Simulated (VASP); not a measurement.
A run of VASP 6.6.1 is set up as follows.

File INCAR:

```
PREC = Accurate ; ENCUT = 520
EDIFF = 1E-6 ; ISMEAR = -1
SIGMA = 0.1 ; LREAL = F
LASPH = T ; NELM = 60
ALGO = Normal ; ISIF = 2
LWAVE = F ; LCHARG = T
GGA = PE ; LELF = T
LVHAR = T ; NBANDS = 19
```

Contents of KPOINTS:

```
regular mesh
0
Gamma
  22 22 11
```

File POSCAR:

```
Zn
1.0
    2.6197457577      0.0000000000      0.0000000000
   -1.3098728789      2.2687663777      0.0000000000
    0.0000000000      0.0000000000      4.8953925689
Zn
2
Direct
    0.3333333333      0.6666666667      0.2500000000
    0.6666666667      0.3333333333      0.7500000000
```

Potentials or basis: VASP PAW PBE potentials, release 64 (Zn).

The run is started by

```console
$ cat potpaw_PBE.64/Zn/POTCAR > POTCAR
$ mpirun -np 1 vasp_std > vasp.out
```

(1) Predict the band gap on the k mesh.

(2) Estimate the pressure.

## Answers

(1) zero (band 12 reaches 5.19 eV, above the bottom of band 13 at 0.35 eV).

(2) 3.9 GPa.
